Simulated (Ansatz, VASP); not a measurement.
## Os in VASP and in Ansatz

```
Os
1.0
     0.00000    1.92204    1.92204
     1.92204    0.00000    1.92204
     1.92204    1.92204    0.00000
Os
1
Direct
  0.00000 0.00000 0.00000
```

Alike in both runs: task single point; functional PBE; k mesh 10 × 10 × 10; occupations methfessel-paxton of order 1, width 0.006 eV; no spin polarisation.

|  | VASP | Ansatz |
| --- | --- | --- |
| version | VASP 6.6.1 | Ansatz 0.2.0 |
| potentials or method | VASP PAW PBE potentials, release 64 (Os), cutoff 600 eV | scalar-relativistic, plane waves, PAW |
| valence electrons in the cell | 8 | 16 |

|  | VASP | Ansatz | Ansatz less VASP |
| --- | --- | --- | --- |
| gap on the k mesh at the Fermi level (eV) | none | none | - |
| pressure (GPa) | 4.3 | 4.2 | -0.16 |

A gap of «none» marks a metal or a gap that the smearing closes. VASP's potentials hold 8 valence electrons a cell and Ansatz's 16, so a difference there can come from the potentials and not from the codes.

Neither program's run includes spin-orbit coupling.
